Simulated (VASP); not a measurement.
A run of VASP 6.6.1 is set up as follows.

File INCAR:

```
SYSTEM = Li2O
  PREC = Accurate
  ENCUT = 750
  EDIFF = 1E-6
  ISMEAR = 0
  SIGMA = 0.02
  LREAL = .False.
  LASPH = .True.
  NELM = 120
  ALGO = Normal
  ISIF = 2
  LWAVE = .False.
  LCHARG = .True.
  GGA = PE
  LELF = .True.
  LVHAR = .True.
  NBANDS = 13
  GGA_COMPAT = .False.
```

File KPOINTS:

```
Automatic mesh
0
Gamma
  8 8 8
  0 0 0
```

File POSCAR:

```
Li2O
1.0
    0.0000000000      2.3130104653      2.3130104653
    2.3130104653      0.0000000000      2.3130104653
    2.3130104653      2.3130104653      0.0000000000
Li O
2 1
Direct
    0.7500000000      0.7500000000      0.7500000000
    0.2500000000      0.2500000000      0.2500000000
    0.0000000000      0.0000000000      0.0000000000
```

Potentials or basis: VASP PAW PBE potentials, release 64 (Li_sv, O).

The run is started by

```sh
$ cat potpaw_PBE.64/Li_sv/POTCAR potpaw_PBE.64/O/POTCAR > POTCAR
$ mpirun -np 1 vasp_std > vasp.out
```

Task: Estimate the pressure.

Result: -0.3 GPa.

Task: Estimate the band gap on the k mesh.

Result: 4.97 eV (least direct gap 5.24 eV).

A k mesh can miss the band edges.
